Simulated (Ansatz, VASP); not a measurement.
ZnS in VASP and in Ansatz

```
Zn S
1.0
     1.90346    1.09897    9.35486
    -1.90346    1.09897    9.35486
     0.00000   -2.19793    9.35486
Zn S
3 3
Direct
  0.99998 0.99998 0.99998
  0.22227 0.22227 0.22227
  0.44456 0.44456 0.44456
  0.08327 0.08327 0.08327
  0.52784 0.52784 0.52784
  0.30541 0.30541 0.30541
```

Alike in both runs: task single point; functional PBE; k mesh 8 × 8 × 8; occupations fermi-dirac, width 0.02 eV; no spin polarisation.

```csv
,VASP,Ansatz
version,VASP 6.6.1,Ansatz 0.2.0
potentials or method,"VASP PAW PBE potentials, release 64 (Zn, S)","plane waves, PAW"
plane-wave cutoff (eV),520,420
valence electrons in the cell,54,54
```

VASP gave:

- gap on the k mesh at the Fermi level (eV): 2.20
- pressure (GPa): 2.4

Task: Which values does Ansatz return?

Result: gap on the k mesh at the Fermi level (eV): 2.19; pressure (GPa): 2.3.
